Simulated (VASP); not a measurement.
Runs of VASP 6.6.1 on P. Symmetry: P2/m, No. 10, monoclinic system. The conventional cell has a = 2.425 Å, b = 2.439 Å, c = 4.852 Å, α = 90.00°, β = 90.24°, γ = 90.00°. P (site symmetry m) has 6 P at 2.42 to 2.44 Å within 3.2 Å. This isn't the form of P at room conditions, which is orthorhombic.

```tsv
k mesh	smearing	gap on the mesh (eV)	pressure (GPa)	largest force (eV/Å)
9 × 9 × 5	gaussian 0.4 eV	none	2.1	0.01
8 × 8 × 4	gaussian 0.1 eV	none	(a)	0.06
12 × 12 × 6	gaussian 0.1 eV	none	1.3	-
4 × 4 × 2	gaussian 0.1 eV	none	2.3	0.07
6 × 6 × 4	gaussian 0.1 eV	none	2.1	0.05
```

Alike in all rows: task single point; level PBE; potentials or basis VASP PAW PBE potentials, release 64 (P); no spin polarisation; cell as given; cutoff (eV) 520.

Problem. Fill in the values left out.

Solution. (a) 1.9.

Caveats: some runs use coarse meshes; so wide a smearing shifts energies and pressures (at least some runs).

A gap of «none» marks levels without a gap at the run's occupations.
